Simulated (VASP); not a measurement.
Set up this calculation in VASP 6.6.1, as the native input.

```
Task                   : single point
Functional             : PBE
Potentials or basis    : VASP PAW PBE potentials, release 64 (Sn_d, O)
Cutoff                 : 520 eV
k mesh                 : 8 × 8 × 3
Occupations            : fermi-dirac, width 0.02 eV
Spin                   : no spin polarisation
Dipole correction      : no
Further INCAR settings : ALGO = Normal; EDIFF = 1e-07; NBANDS = 50
```

The structure of SnO lies in POSCAR:

```
SnO
1.0
    2.5000000000     -2.8600000000      0.0000000000
    2.5000000000      2.8600000000      0.0000000000
    0.0000000000      0.0000000000     11.3424000000
Sn O
4 4
Direct
    0.0000061129     -0.0000061129     -0.0161827270
   -0.0000061129      0.0000061129      0.4838172730
    0.4998717026      0.5001282974      0.2731798913
    0.5001282974      0.4998717026      0.7731798913
    0.9999906989      0.4999793430      0.3785014179
    0.0000093011      0.5000206570      0.8785014179
    0.5000206570      0.0000093011      0.3785014179
    0.4999793430      0.9999906989      0.8785014179
```

This cell differs from its parent crystal: z stretched by +2 %, then relaxed in part.

These files were run (other wordings do the same):

INCAR

```
SYSTEM = SnO
PREC     = Accurate       ! precision mode
ENCUT    = 520            ! plane-wave cutoff, eV
EDIFF    = 1E-7           ! SCF threshold, eV
ISMEAR   = -1             ! smearing method
SIGMA    = 0.02           ! smearing width, eV
LREAL    = .False.        ! projectors in reciprocal space
LASPH    = .True.         ! aspherical terms in the spheres
NELM     = 80             ! most SCF steps
ALGO     = Normal         ! electronic algorithm
ISIF     = 2              ! what is computed and relaxed
LWAVE    = .False.        ! write WAVECAR
LCHARG   = .False.        ! write CHGCAR
GGA      = PE             ! functional
NBANDS   = 50             ! bands
```

KPOINTS

```
Automatic mesh
0
Gamma
  8 8 3
  0 0 0
```

Potentials or basis: VASP PAW PBE potentials, release 64 (Sn_d, O).

The run is started by

```sh
$ cat potpaw_PBE.64/Sn_d/POTCAR potpaw_PBE.64/O/POTCAR > POTCAR
$ mpirun -np 1 vasp_std > vasp.out
```

It gave:

```
Pressure               : 2.1 GPa
Largest force          : 0.089 eV/Å
Band gap on the k mesh : 0.87 eV
```

Caveat: the cell differs from its parent crystal (z stretched by +2 %, then relaxed in part); spin-orbit coupling is left out, which moves the levels of the heavy elements; an odd mesh through Γ misses points on the zone boundary, where band edges can lie.

It took 2.4 min on 1 thread of Intel(R) Xeon(R) Platinum 8481C CPU @ 2.70GHz (Sapphire Rapids), with other jobs on the host, peak memory 0.4 GiB.
